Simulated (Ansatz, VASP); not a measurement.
One calculation of WC, two programs

```xyz
2
Lattice="2.9226 0.0000 0.0000 -1.4613 2.5311 0.0000 0.0000 0.0000 2.8458" Properties=species:S:1:pos:R:3 pbc="T T T"
W     0.0000    0.0000    0.0000
C     1.4613    0.8437    1.4229
```

Alike in both runs: task relaxation of cell and atoms; functional PBE; k mesh 18 × 18 × 14; occupations gaussian, width 0.1 eV; no spin polarisation.

|  | VASP | Ansatz |
| --- | --- | --- |
| version | VASP 6.6.1 | Ansatz 0.2.0 |
| potentials or method | VASP PAW PBE potentials, release 64 (W_sv, C), cutoff 600 eV | scalar-relativistic, plane waves, PAW |
| valence electrons in the cell | 18 | 18 |

VASP gave:

- gap on the k mesh at the Fermi level, each at its own relaxed structure (eV): none
- relaxed volume (Å³/atom): 10.55
- relaxed cell length with the largest relative difference (Å): 2.850

Task: What did Ansatz give for the same quantities?

Result: gap on the k mesh at the Fermi level, each at its own relaxed structure (eV): none; relaxed volume (Å³/atom): 10.52; relaxed cell length with the largest relative difference (Å): 2.847.

A gap of «none» marks a metal or a gap that the smearing closes.

Neither program's run includes spin-orbit coupling.
